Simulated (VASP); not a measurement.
Crystal: ScHg.

```
Sc Hg
1.0
     3.52451    0.00000    0.00000
     0.00000    3.52451    0.00000
     0.00000    0.00000    3.52451
Sc Hg
1 1
Cartesian
  1.7623 1.7623 1.7623
  0.0000 0.0000 0.0000
```

| Quantity | Value |
| --- | --- |
| Program | VASP 6.6.1 |
| Task | relaxation of cell and atoms |
| Functional | LDA |
| Potentials or basis | VASP PAW LDA potentials, release 64 (Sc_sv, Hg) |
| Cutoff | 600 eV |
| k mesh | 12 × 12 × 12 |
| Occupations | gaussian, width 0.1 eV |
| Spin | no spin polarisation |

At the start: pressure -6.3 GPa; volume 21.89 Å³/atom.

**Question.** Where does the relaxation end?

**Answer.** Over 3 steps the energy falls by 35.0 meV/atom and the volume is 20.24 Å³/atom (-7.5 %); space group Pm-3m (No. 221, to 0.05 Å).

Step by step:
| step | energy change (eV) | largest force (eV/Å) | pressure (GPa) | volume (Å³) |
| --- | --- | --- | --- | --- |
| 1 | 0.0000 | 0.0000 | -6.30 | 43.78 |
| 2 | -0.0399 | 0.0000 | 5.24 | 38.55 |
| 3 | -0.0699 | 0.0000 | -0.03 | 40.49 |

Final structure:
```
Sc Hg
1.0
     3.43378    0.00000    0.00000
     0.00000    3.43378    0.00000
     0.00000    0.00000    3.43378
Sc Hg
1 1
Direct
  0.50000 0.50000 0.50000
  0.00000 0.00000 0.00000
```
